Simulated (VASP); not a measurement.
Si2B:

```xyz
6
Lattice="4.1444 0.0000 0.0000 0.0000 5.0582 0.0000 0.0000 0.0000 3.1577" Properties=species:S:1:pos:R:3 pbc="T T T"
Si    0.8305    1.9156    0.0000
Si    3.3139    3.1427    0.0000
Si    2.9028    0.6136    1.5788
Si    1.2417    4.4447    1.5788
B     0.0000    0.0000    0.0000
B     2.0722    2.5291    1.5788
```

```yaml
Program: VASP 6.6.1
Task: relaxation of cell and atoms
Functional: PBE
Potentials_or_basis: VASP PAW PBE potentials, release 64 (Si, B)
Cutoff: 600 eV
k_mesh: 4 × 4 × 6
Occupations: gaussian, width 0.1 eV
Spin: no spin polarisation
```

At the start: pressure 24.2 GPa; volume 11.03 Å³/atom.

Where does the relaxation end?

Over 8 steps the energy falls by 220.4 meV/atom and the volume is 12.33 Å³/atom (+11.7 %); space group Pnnm (No. 58, to 0.1 Å) before and after.

The path:
```csv
step,energy change (eV),largest force (eV/Å),pressure (GPa),volume (Å³)
1,0.0000,4.2229,24.15,66.20
2,-0.5893,0.8188,-11.16,83.23
3,-1.3159,0.1792,-0.32,74.13
4,-1.3180,0.1336,0.12,73.88
5,-1.3186,0.0970,0.53,73.67
6,-1.3219,0.0497,-0.22,74.07
7,-1.3219,0.0506,-0.20,74.06
8,-1.3223,0.0309,-0.03,73.95
```

Final structure:
```yaml
crystal:
  lattice:
    - [4.41683, 0.00000, 0.00000]
    - [0.00000, 5.20825, 0.00000]
    - [0.00000, 0.00000, 3.21474]
  atoms:
    - { symbol: Si, position: [0.21878, 0.36594, 0.00000] }
    - { symbol: Si, position: [0.78122, 0.63406, 0.00000] }
    - { symbol: Si, position: [0.71878, 0.13406, 0.50000] }
    - { symbol: Si, position: [0.28122, 0.86594, 0.50000] }
    - { symbol: B, position: [0.00000, 0.00000, 0.00000] }
    - { symbol: B, position: [0.50000, 0.50000, 0.50000] }
```

Caveat: the k points lie up to 0.36 Å⁻¹ apart in the final cell, too coarse for converged energies and pressures of a metal.
